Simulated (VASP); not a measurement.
# Mg3NiSe4 (P-3m1) in VASP: single point with PBE

Aim: the single point of Mg3NiSe4 with PBE.

All numbers are computed with VASP 6.6.1; they aren't measurements. Logs are shortened: lines on timing, memory, paths and dates and some standing lists are left out, and cuts for length are marked.

## (1) The cell of the first run

It takes space group P-3m1 (No. 164, trigonal). The conventional cell has a = 3.842 Å, b = 3.842 Å, c = 12.408 Å, α = 90.00°, β = 90.00°, γ = 120.00°. Within 3.6 Å of Mg (site symmetry 3m) lie 6 Se at 2.75 Å and 1 Ni at 2.96 Å and 1 Mg at 3.24 Å. Within 3.6 Å of Mg (site symmetry -3m) lie 6 Se at 2.75 Å and 2 Mg at 3.24 Å. Within 3.4 Å of Ni (site symmetry -3m) lie 6 Se at 2.59 Å and 2 Mg at 2.96 Å. Se (site symmetry 3m) has 6 Mg at 2.75 Å within 3.6 Å. Se (site symmetry 3m) has 3 Ni at 2.59 Å and 3 Mg at 2.75 Å and 3 Se at 3.47 Å within 3.5 Å.

## (2) Single point, PBE, collinear spin

INCAR

```
ALGO     = Normal         # electronic algorithm
EDIFF    = 1E-6           # SCF threshold, eV
ENCUT    = 600            # plane-wave cutoff, eV
GGA      = PE             # functional
GGA_COMPAT= False        
ISIF     = 2              # what is computed and relaxed
ISMEAR   = 0              # smearing method
ISPIN    = 2              # spin polarisation
KPAR     = 4            
LASPH    = True           # aspherical terms in the spheres
LCHARG   = False          # write CHGCAR
LMAXMIX  = 4              # l up to which the mixer works
LORBIT   = 11             # projections on sites
LREAL    = False          # projectors in reciprocal space
LWAVE    = False          # write WAVECAR
MAGMOM   = 0 0 0 1.36 0 0 0.22 0.22 # initial moments
NBANDS   = 34             # bands
NELM     = 200            # most SCF steps
PREC     = Accurate       # precision mode
SIGMA    = 0.01           # smearing width, eV
```

KPOINTS

```
k-points
0
Gamma
  12 12 4
```

POSCAR

```
Mg3NiSe4
1.0
    3.8415122562      0.0000000000      0.0000000000
   -1.9207561281      3.3268472028      0.0000000000
    0.0000000000      0.0000000000     12.4083568255
Mg Ni Se
3 1 4
Direct
    0.0000000000      0.0000000000      0.7389291447
    0.0000000000      0.0000000000      0.2610708553
    0.0000000000      0.0000000000      0.0000000000
    0.0000000000      0.0000000000      0.5000000000
    0.3333333333      0.6666666667      0.8694241383
    0.6666666667      0.3333333333      0.1305758617
    0.3333333333      0.6666666667      0.3924819633
    0.6666666667      0.3333333333      0.6075180367
```

Potentials or basis: VASP PAW PBE potentials, release 64 (Mg, Ni, Se).

On the command line:

```bash
cat potpaw_PBE.64/Mg/POTCAR potpaw_PBE.64/Ni/POTCAR potpaw_PBE.64/Se/POTCAR > POTCAR
mpirun -np 4 vasp_std > vasp.out
```

OUTCAR:

```text
EDIFF = 1E-6
   ENCUT = 600
   GGA = PE
   ISIF = 2
   ISMEAR = 0
   ISPIN = 2
   LASPH = True
   LORBIT = 11
   LREAL = False
   NELM = 200
   PREC = Accurate

 ion  position               nearest neighbor table
   1  0.000  0.000  0.739-   5 2.75   5 2.75   5 2.75   8 2.75   8 2.75   8 2.75   4 2.96   3 3.24

   2  0.000  0.000  0.261-   6 2.75   6 2.75   6 2.75   7 2.75   7 2.75   7 2.75   4 2.96   3 3.24

   3  0.000  0.000  0.000-   5 2.75   6 2.75   5 2.75   6 2.75   6 2.75   5 2.75   1 3.24   2 3.24

   4  0.000  0.000  0.500-   7 2.59   8 2.59   7 2.59   8 2.59   8 2.59   7 2.59   1 2.96   2 2.96

   5  0.333  0.667  0.869-   1 2.75   1 2.75   1 2.75   3 2.75   3 2.75   3 2.75
   6  0.667  0.333  0.131-   2 2.75   2 2.75   2 2.75   3 2.75   3 2.75   3 2.75
   7  0.333  0.667  0.392-   4 2.59   4 2.59   4 2.59   2 2.75   2 2.75   2 2.75
   8  0.667  0.333  0.608-   4 2.59   4 2.59   4 2.59   1 2.75   1 2.75   1 2.75

  LATTYP: Found a hexagonal cell.
 ALAT       =     3.8415122562
 C/A-ratio  =     3.2300708674

  Lattice vectors:

 A1 = (   3.8415122562,   0.0000000000,   0.0000000000)
 A2 = (  -1.9207561281,   3.3268472028,   0.0000000000)
 A3 = (   0.0000000000,   0.0000000000,  12.4083568255)

Analysis of symmetry for initial positions (statically):
=====================================================================
 Subroutine PRICEL returns:
 Original cell was already a primitive cell.

 Routine SETGRP: Setting up the symmetry group for a
 hexagonal supercell.

 Subroutine GETGRP returns: Found 12 space group operations
 (whereof 12 operations were pure point group operations)
 out of a pool of 24 trial point group operations.

The static configuration has the point symmetry D_3d.

Analysis of symmetry for dynamics (positions and initial velocities):
=====================================================================
 Subroutine PRICEL returns:
 Original cell was already a primitive cell.

 Routine SETGRP: Setting up the symmetry group for a
 hexagonal supercell.

 Subroutine GETGRP returns: Found 12 space group operations
 (whereof 12 operations were pure point group operations)
 out of a pool of 24 trial point group operations.

The dynamic configuration has the point symmetry D_3d.

Analysis of structural, dynamic, and magnetic symmetry:
=====================================================================
 Subroutine PRICEL returns:
 Original cell was already a primitive cell.

[... 162 lines left out ...]
  ext. energy  EPLUGINS =         0.00000000
  ---------------------------------------------------
  free energy    TOTEN  =       -31.27181503 eV

  energy without entropy =      -31.27181503  energy(sigma->0) =      -31.27181503

 E-fermi :   4.3641     XC(G=0):  -9.7166

 val. band max:        4.2625219291   @ k =   0.0000   0.0000   0.5000
 cond. band min:       4.4093056772   @ k =   0.2500   0.0000   0.2500
 fundamental gap:      0.1467837481
 Fermi energy:         4.3641300576

 spin component 1

 k-point     1 :       0.0000    0.0000    0.0000
  band No.  band energies     occupation
      1      -9.7534      1.00000
      2      -9.1259      1.00000
      3      -8.9702      1.00000
      4      -8.3970      1.00000
      5      -1.6134      1.00000
      6       0.1876      1.00000
[... 829 lines left out ...]
     31      10.6889      0.00000
     32      10.7693      0.00000

 [... further k-points ...]

 spin component 2

 k-point     1 :       0.0000    0.0000    0.0000
  band No.  band energies     occupation
      1      -9.5627      1.00000
      2      -9.0700      1.00000
      3      -8.8630      1.00000
      4      -8.2332      1.00000
      5      -1.4845      1.00000
      6       0.3372      1.00000
[... 829 lines left out ...]
     31      10.8251      0.00000
     32      10.8665      0.00000

 [... further k-points ...]

 [bands above 32 left out]

------------------------ aborting loop because EDIFF is reached ----------------------------------------

  FORCE on cell =-STRESS in cart. coord.  units (eV):
  Direction    XX          YY          ZZ          XY          YZ          ZX
  --------------------------------------------------------------------------------------
  -------------------------------------------------------------------------------------
  Total       -0.0544278     -0.0544278     -0.1487231      0.0000000     -0.0000000     -0.0000000
  in kB       -0.5498979     -0.5498979     -1.5025868      0.0000000     -0.0000000     -0.0000000
  external PRESSURE =      -0.8674608 kB  Pullay stress =       0.0000000 kB

 VOLUME and BASIS-vectors are now :
 -----------------------------------------------------------------------------
  energy-cutoff  :      600.00
  volume of cell :      158.58
      direct lattice vectors                 reciprocal lattice vectors
     3.841512256  0.000000000  0.000000000     0.260314151  0.150292445  0.000000000
    -1.920756128  3.326847203  0.000000000     0.000000000  0.300584890  0.000000000
     0.000000000  0.000000000 12.408356826     0.000000000  0.000000000  0.080590848

 POSITION                                       TOTAL-FORCE (eV/Angst)
 -----------------------------------------------------------------------------------
      0.00000      0.00000      9.16890        -0.000000      0.000000     -0.006211
      0.00000      0.00000      3.23946        -0.000000      0.000000      0.006211
      0.00000      0.00000      0.00000        -0.000000      0.000000      0.000000
      0.00000      0.00000      6.20418        -0.000000      0.000000      0.000000
     -0.00000      2.21790     10.78812        -0.000000      0.000000      0.002295
      1.92076      1.10895      1.62023         0.000000      0.000000     -0.002295
     -0.00000      2.21790      4.87006        -0.000000      0.000000     -0.026676
      1.92076      1.10895      7.53830         0.000000      0.000000      0.026676
 -----------------------------------------------------------------------------------
    total drift:                                0.000000     -0.000000      0.000000

  FREE ENERGIE OF THE ION-ELECTRON SYSTEM (eV)
  ---------------------------------------------------
  free  energy   TOTEN  =       -31.2718150302 eV

  energy  without entropy=      -31.2718150302  energy(sigma->0) =      -31.27181503

 total charge

# of ion       s       p       d       tot
------------------------------------------
    1        0.144   0.123   0.034   0.301
    2        0.144   0.123   0.034   0.301
    3        0.143   0.123   0.034   0.299
    4        0.349   0.350   8.270   8.968
    5        1.437   2.478   0.014   3.929
    6        1.437   2.478   0.014   3.929
    7        1.448   2.387   0.032   3.867
    8        1.448   2.387   0.032   3.867
--------------------------------------------------
tot          6.549  10.451   8.463  25.462

 magnetization (x)

# of ion       s       p       d       tot
------------------------------------------
    1        0.005   0.006   0.002   0.012
    2        0.005   0.006   0.002   0.012
    3        0.001   0.001   0.001   0.003
    4       -0.002  -0.003   1.210   1.204
    5        0.001   0.018   0.001   0.020
    6        0.001   0.018   0.001   0.020
    7        0.020   0.179   0.003   0.202
    8        0.020   0.179   0.003   0.202
--------------------------------------------------
tot          0.050   0.405   1.223   1.677
```

OSZICAR:

```text
N       E                     dE             d eps       ncg     rms          rms(c)
DAV:   1     0.241902392651E+03    0.24190E+03   -0.16799E+04  9384   0.114E+03
DAV:   2    -0.432684167009E+01   -0.24623E+03   -0.22781E+03 10132   0.230E+02
DAV:   3    -0.323583386086E+02   -0.28031E+02   -0.27421E+02 11904   0.834E+01
DAV:   4    -0.331195807200E+02   -0.76124E+00   -0.75853E+00 11292   0.143E+01
DAV:   5    -0.331309563762E+02   -0.11376E-01   -0.11369E-01 12220   0.185E+00    0.131E+01
DAV:   6    -0.345502011828E+02   -0.14192E+01   -0.26676E+01 12730   0.656E+01    0.249E+01
DAV:   7    -0.313494601812E+02    0.32007E+01   -0.67368E+00 11994   0.455E+01    0.572E+00
DAV:   8    -0.313975559041E+02   -0.48096E-01   -0.28063E+00 13986   0.227E+01    0.445E+00
DAV:   9    -0.312779843088E+02    0.11957E+00   -0.41533E-01 13420   0.926E+00    0.155E+00
DAV:  10    -0.312713739825E+02    0.66103E-02   -0.91245E-02 14466   0.384E+00    0.561E-01
DAV:  11    -0.312713866165E+02   -0.12634E-04   -0.15290E-02 12780   0.142E+00    0.203E-01
DAV:  12    -0.312717253247E+02   -0.33871E-03   -0.23390E-03 11794   0.263E-01    0.920E-02
DAV:  13    -0.312717689824E+02   -0.43658E-04   -0.13810E-04 12762   0.864E-02    0.601E-02
DAV:  14    -0.312718060395E+02   -0.37057E-04   -0.64157E-05 12240   0.779E-02    0.299E-02
DAV:  15    -0.312718148004E+02   -0.87609E-05   -0.14401E-05 11102   0.351E-02    0.861E-03
DAV:  16    -0.312718150302E+02   -0.22982E-06   -0.21740E-06  9752   0.976E-03
   1 F= -.31271815E+02 E0= -.31271815E+02  d E =-.402609E-13  mag=     1.9999
```

Wall time 4.5 min (4 MPI ranks of Intel Xeon Platinum 8259CL at 2.50GHz (Skylake/Cascade Lake), shared host); peak memory 0.89 GiB.

What came out:

| Item | Value |
| --- | --- |
| Free energy | -31.2718 eV |
| Pressure | -0.1 GPa |
| Largest force | 0.027 eV/Å |
| Band gap on the k mesh | 0.15 eV (least direct gap 0.30 eV) |
| Net moment | 2.00 μB per cell |
| Site moments | Mg +0.01, +0.00 (each value once); Ni +1.20; Se +0.02, +0.20 (each value once) μB |
| Valence electrons inside the program's atomic spheres | Mg 0.30; Ni 8.97; Se 3.93, 3.87 (each value once) |

Forces on the atoms (eV/Å):
```
Mg   0.000  0.000 -0.006
Mg   0.000  0.000  0.006
Mg   0.000  0.000  0.000
Ni   0.000  0.000  0.000
Se   0.000  0.000  0.002
Se   0.000  0.000 -0.002
Se   0.000  0.000 -0.027
Se   0.000  0.000  0.027
```

Stress tensor (GPa, compression positive):
```
-0.05  0.00  0.00
 0.00 -0.05  0.00
 0.00  0.00 -0.15
```

Caveat: a cell with one magnetic atom can't hold antiferromagnetic order, which such compounds often take.
